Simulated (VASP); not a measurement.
Here is a VASP 6.6.1 calculation.

File INCAR:

```
  PREC = Accurate
  ENCUT = 520
  EDIFF = 1E-7
  ISMEAR = 1
  SIGMA = 0.1
  LREAL = False
  LASPH = True
  NELM = 60
  ALGO = Fast
  ISIF = 2
  LWAVE = False
  LCHARG = True
  GGA = PS
  LELF = True
  LVHAR = True
  NBANDS = 22
```

Contents of KPOINTS:

```
regular mesh
0
Gamma
  18 18 8
```

Contents of POSCAR:

```
Pt
1.0
    2.7975673381      0.0000000000      0.0000000000
   -1.3987836690      2.4227643835      0.0000000000
    0.0000000000      0.0000000000      6.7261531195
Pt
3
Direct
    0.0000000000      0.0000000000      0.0000000000
    0.3333333333      0.6666666667      0.3333333333
    0.6666666667      0.3333333333      0.6666666667
```

Potentials or basis: VASP PAW PBE potentials, release 64 (Pt).

Command:

```console
$ cat potpaw_PBE.64/Pt/POTCAR > POTCAR
$ mpirun -np 1 vasp_std > vasp.out
```

What does it give for the pressure?

-3.4 GPa.

What does it give for the band gap on the k mesh?

Zero (bands 15 and 16 overlap by 2.00 eV).

Stress tensor (GPa, compression positive):
```
-4.18  0.00  0.00
 0.00 -4.18  0.00
 0.00  0.00 -1.75
```

Caveat: the cell stands under tension; the PAW data sets were made with another functional, which shifts forces and pressure a little; spin-orbit coupling is left out, which moves the levels of the heavy elements.
